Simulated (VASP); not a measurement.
# MoS2 (P6_3/mmc) in VASP: electric field gradients with LDA

Aim: the electric field gradients of MoS2 with LDA.

Program: VASP 6.6.1. These are calculated values, not measurements. Logs are shortened: lines on timing, memory, paths and dates and some standing lists are left out, and cuts for length are marked.

### 1 The cell of the first run

The structure is hexagonal, space group P6_3/mmc (No. 194). The conventional cell has a = 3.185 Å, b = 3.185 Å, c = 13.178 Å, α = 90.00°, β = 90.00°, γ = 120.00°. Within 3.2 Å of Mo (site symmetry -6m2) lie 6 S at 2.41 Å and 6 Mo at 3.19 Å. S (site symmetry 3m) has 3 Mo at 2.41 Å and 7 S at 3.12 to 3.19 Å within 3.2 Å.

### 2 Electric field gradients, LDA, collinear spin

Input file INCAR:

```
SYSTEM = MoS2
PREC = Accurate
ENCUT = 520
EDIFF = 1E-8
ISMEAR = -1
SIGMA = 0.02
LREAL = .FALSE.
LASPH = .TRUE.
NELM = 150
ALGO = Normal
ISIF = 2
LWAVE = .FALSE.
LCHARG = .FALSE.
ISPIN = 2
MAGMOM = 2 2 0 0 0 0
LORBIT = 11
LMAXMIX = 4
LEFG = .TRUE.
NBANDS = 39
```

Input file KPOINTS:

```
regular mesh
0
G
  11 11 3
  0 0 0
```

Input file POSCAR:

```
MoS2
1.0
    3.1854323130      0.0000000000      0.0000000000
   -1.5927161565      2.7586653051      0.0000000000
    0.0000000000      0.0000000000     13.1783909070
Mo S
2 4
Direct
    0.0000000000      0.0000000000      0.2500000000
    0.0000000000      0.0000000000      0.7500000000
    0.3333333333      0.6666666667      0.3683804474
    0.6666666667      0.3333333333      0.6316195526
    0.6666666667      0.3333333333      0.8683804474
    0.3333333333      0.6666666667      0.1316195526
```

Potentials or basis: VASP PAW LDA potentials, release 64 (Mo_sv, S).

On the command line:

```console
cat potpaw_LDA.64/Mo_sv/POTCAR potpaw_LDA.64/S/POTCAR > POTCAR
mpirun -np 1 vasp_std > vasp.out
```

OUTCAR:

```text
SYSTEM = MoS2
   PREC = Accurate
   ENCUT = 520
   EDIFF = 1E-8
   ISMEAR = -1
   LREAL = .FALSE.
   LASPH = .TRUE.
   NELM = 150
   ISIF = 2
   ISPIN = 2
   LORBIT = 11

 ion  position               nearest neighbor table
   1  0.000  0.000  0.250-   3 2.41   6 2.41   3 2.41   6 2.41   3 2.41   6 2.41
   2  0.000  0.000  0.750-   4 2.41   5 2.41   4 2.41   5 2.41   4 2.41   5 2.41
   3  0.333  0.667  0.368-   1 2.41   1 2.41   1 2.41
   4  0.667  0.333  0.632-   2 2.41   2 2.41   2 2.41
   5  0.667  0.333  0.868-   2 2.41   2 2.41   2 2.41
   6  0.333  0.667  0.132-   1 2.41   1 2.41   1 2.41

  LATTYP: Found a hexagonal cell.
 ALAT       =     3.1854323130
 C/A-ratio  =     4.1370808142

  Lattice vectors:

 A1 = (   3.1854323130,   0.0000000000,   0.0000000000)
 A2 = (  -1.5927161565,   2.7586653051,   0.0000000000)
 A3 = (   0.0000000000,   0.0000000000,  13.1783909070)

Analysis of symmetry for initial positions (statically):
=====================================================================
 Subroutine PRICEL returns:
 Original cell was already a primitive cell.

 Routine SETGRP: Setting up the symmetry group for a
 hexagonal supercell.

 Subroutine GETGRP returns: Found 24 space group operations
 (whereof 12 operations were pure point group operations)
 out of a pool of 24 trial point group operations.

The static configuration has the point symmetry D_3d.
 The point group associated with its full space group is D_6h.

Analysis of symmetry for dynamics (positions and initial velocities):
=====================================================================
 Subroutine PRICEL returns:
 Original cell was already a primitive cell.

 Routine SETGRP: Setting up the symmetry group for a
 hexagonal supercell.

 Subroutine GETGRP returns: Found 24 space group operations
 (whereof 12 operations were pure point group operations)
 out of a pool of 24 trial point group operations.

The dynamic configuration has the point symmetry D_3d.
 The point group associated with its full space group is D_6h.

Analysis of structural, dynamic, and magnetic symmetry:
=====================================================================
 Subroutine PRICEL returns:
 Original cell was already a primitive cell.

 Routine SETGRP: Setting up the symmetry group for a
 hexagonal supercell.

 Subroutine GETGRP returns: Found 24 space group operations
 (whereof 12 operations were pure point group operations)
 out of a pool of 24 trial point group operations.

The overall configuration has the point symmetry D_3d.
 The point group associated with its full space group is D_6h.

 Subroutine INISYM returns: Found 24 space group operations
 (whereof 12 operations are pure point group operations),
 and found     1 'primitive' translations

----------------------------------------------------------------------------------------

                                     Primitive cell

  volume of cell :     115.8057

  direct lattice vectors                    reciprocal lattice vectors
     3.185432313  0.000000000  0.000000000     0.313929132  0.181247069  0.000000000
    -1.592716157  2.758665305  0.000000000     0.000000000  0.362494137  0.000000000
     0.000000000  0.000000000 13.178390907     0.000000000  0.000000000  0.075881798

  length of vectors
     3.185432313  3.185432313 13.178390907     0.362494137  0.362494137  0.075881798

  position of ions in fractional coordinates (direct lattice)
     0.000000000  0.000000000  0.250000000
     0.000000000  0.000000000  0.750000000
     0.333333333  0.666666667  0.368380447
     0.666666667  0.333333333  0.631619553
     0.666666667  0.333333333  0.868380447
     0.333333333  0.666666667  0.131619553

  ion indices of the primitive-cell ions
   primitive index   ion index
                 1           1
                 2           2
                 3           3
                 4           4
                 5           5
                 6           6

[... 100 lines left out ...]
   LEPSILON=     F    determine dielectric tensor
   LRPA    =     F    only Hartree local field effects (RPA)
 spin polarized calculation
  energy-cutoff  :      520.00
  volume of cell :      115.81
 maximum number of plane-waves:      3146
 NGX is ok and might be reduce to    24
   NGX = 11   NGY = 11   NGZ = 49

 number of electron      51.9999999 magnetization       0.0000692

 Free energy of the ion-electron system (eV)
  ---------------------------------------------------
  ext. energy  EPLUGINS =         0.00000000
  ---------------------------------------------------
  free energy    TOTEN  =       -48.76805106 eV

  energy without entropy =      -48.76805106  energy(sigma->0) =      -48.76805106

 E-fermi :   6.7135     XC(G=0): -10.6102

 val. band max:        6.2127104747   @ k =   0.0000   0.0000   0.0000
 cond. band min:       7.3601037567   @ k =   0.1818   0.1818   0.0000
 fundamental gap:      1.1473932820
 Fermi energy:         6.7135386761

 spin component 1

 k-point     1 :       0.0000    0.0000    0.0000
  band No.  band energies     occupation
      1     -54.7854      1.00000
      2     -54.7854      1.00000
      3     -29.1273      1.00000
      4     -29.1273      1.00000
      5     -28.9083      1.00000
      6     -28.9083      1.00000
[... 973 lines left out ...]
     37      14.6469      0.00000
     38      14.9100      0.00000

 [... further k-points ...]

 spin component 2

 k-point     1 :       0.0000    0.0000    0.0000
  band No.  band energies     occupation
      1     -54.7854      1.00000
      2     -54.7854      1.00000
      3     -29.1273      1.00000
      4     -29.1273      1.00000
      5     -28.9083      1.00000
      6     -28.9083      1.00000
[... 973 lines left out ...]
     37      14.6469      0.00000
     38      14.9100      0.00000

 [... further k-points ...]

 [bands above 38 left out]

------------------------ aborting loop because EDIFF is reached ----------------------------------------

  FORCE on cell =-STRESS in cart. coord.  units (eV):
  Direction    XX          YY          ZZ          XY          YZ          ZX
  --------------------------------------------------------------------------------------
  -------------------------------------------------------------------------------------
  Total       -4.7810284     -4.7810284     -3.9293092      0.0000000      0.0000000      0.0000000
  in kB      -66.1457771    -66.1457771    -54.3621982      0.0000000      0.0000000      0.0000000
  external PRESSURE =     -62.2179175 kB  Pullay stress =       0.0000000 kB

 VOLUME and BASIS-vectors are now :
 -----------------------------------------------------------------------------
  energy-cutoff  :      520.00
  volume of cell :      115.81
      direct lattice vectors                 reciprocal lattice vectors
     3.185432313  0.000000000  0.000000000     0.313929132  0.181247069  0.000000000
    -1.592716157  2.758665305  0.000000000     0.000000000  0.362494137  0.000000000
     0.000000000  0.000000000 13.178390907     0.000000000  0.000000000  0.075881798

 POSITION                                       TOTAL-FORCE (eV/Angst)
 -----------------------------------------------------------------------------------
      0.00000      0.00000      3.29460         0.000000     -0.000000      0.000000
      0.00000      0.00000      9.88379         0.000000      0.000000      0.000000
     -0.00000      1.83911      4.85466         0.000000      0.000000     -0.473659
      1.59272      0.91956      8.32373        -0.000000     -0.000000      0.473659
      1.59272      0.91956     11.44386        -0.000000     -0.000000     -0.473659
     -0.00000      1.83911      1.73453         0.000000      0.000000      0.473659
 -----------------------------------------------------------------------------------
    total drift:                                0.000000      0.000000      0.000000

  FREE ENERGIE OF THE ION-ELECTRON SYSTEM (eV)
  ---------------------------------------------------
  free  energy   TOTEN  =       -48.7680510639 eV

  energy  without entropy=      -48.7680510639  energy(sigma->0) =      -48.76805106

 Electric field gradients (V/A^2)
---------------------------------------------------------------------
 ion       V_xx      V_yy      V_zz      V_xy      V_xz      V_yz
---------------------------------------------------------------------
   1      41.059    41.059   -82.118    -0.001    -0.000    -0.000
   2      41.059    41.059   -82.118    -0.001    -0.000    -0.000
   3      28.146    28.147   -56.293     0.001    -0.000     0.000
   4      28.146    28.147   -56.293     0.001    -0.000     0.000
   5      28.146    28.147   -56.293     0.001     0.000    -0.000
   6      28.146    28.147   -56.293     0.001     0.000    -0.000
---------------------------------------------------------------------

 Electric field gradients after diagonalization (V/A^2)
 (convention: |V_zz| > |V_xx| > |V_yy|)
----------------------------------------------------------------------
 ion       V_xx      V_yy      V_zz     asymmetry (V_yy - V_xx)/ V_zz
----------------------------------------------------------------------
   1      41.060    41.058   -82.118       0.000
   2      41.060    41.058   -82.118       0.000
   3      28.147    28.146   -56.293       0.000
   4      28.147    28.146   -56.293       0.000
   5      28.147    28.146   -56.293       0.000
   6      28.147    28.146   -56.293       0.000
----------------------------------------------------------------------

           NMR quadrupolar parameters

 Cq : quadrupolar parameter    Cq=e*Q*V_zz/h
 eta: asymmetry parameters     (V_yy - V_xx)/ V_zz
 Q  : nuclear electric quadrupole moment in mb (millibarn)
----------------------------------------------------------------------
 ion       Cq(MHz)       eta       Q (mb)
----------------------------------------------------------------------
   1      -0.199       0.000       1.000
   2      -0.199       0.000       1.000
   3      -0.136       0.000       1.000
   4      -0.136       0.000       1.000
   5      -0.136       0.000       1.000
   6      -0.136       0.000       1.000
----------------------------------------------------------------------

 total charge

# of ion       s       p       d       tot
------------------------------------------
    1        2.293   6.217   3.955  12.465
    2        2.293   6.217   3.955  12.465
    3        1.361   2.323   0.000   3.685
    4        1.361   2.323   0.000   3.685
    5        1.361   2.323   0.000   3.685
    6        1.361   2.323   0.000   3.685
--------------------------------------------------
tot         10.031  21.727   7.911  39.668

 magnetization (x)

# of ion       s       p       d       tot
------------------------------------------
    1       -0.000  -0.000  -0.000  -0.000
    2       -0.000  -0.000  -0.000  -0.000
    3       -0.000   0.000   0.000  -0.000
    4       -0.000   0.000   0.000  -0.000
    5       -0.000   0.000   0.000  -0.000
    6       -0.000   0.000   0.000  -0.000
--------------------------------------------------
tot         -0.000   0.000  -0.000  -0.000
```

Wall time 2.2 min (1 thread of Intel Xeon 6975P-C (Granite Rapids), shared host); peak memory 0.33 GiB.

Results:

```
Free energy                                           : -48.7681 eV
Pressure                                              : -6.2 GPa
Largest force                                         : 0.474 eV/Å
Band gap on the k mesh                                : 1.15 eV (least direct gap 1.82 eV)
Net moment                                            : 0.00 μB per cell
Largest electric field gradient by atom               : Mo -82.1; S -56.3 V/Å²
Valence electrons inside the program's atomic spheres : Mo 12.46; S 3.69
```

Forces on the atoms (eV/Å):
```
Mo   0.000  0.000  0.000
Mo   0.000  0.000  0.000
S    0.000  0.000 -0.474
S    0.000  0.000  0.474
S    0.000  0.000 -0.474
S    0.000  0.000  0.474
```

Electric field gradients, principal values (V/Å²):
```
atom   least  middle  greatest (by size)
1 Mo  41.058  41.060             -82.118
2 Mo  41.058  41.060             -82.118
 3 S  28.146  28.147             -56.293
 4 S  28.146  28.147             -56.293
 5 S  28.146  28.147             -56.293
 6 S  28.146  28.147             -56.293
```

Caveat: the cell stands under tension; without QUAD_EFG the Cq values of the log hold for a quadrupole moment of 1 mb, not for the nuclei; an odd mesh through Γ misses points on the zone boundary, where band edges can lie.
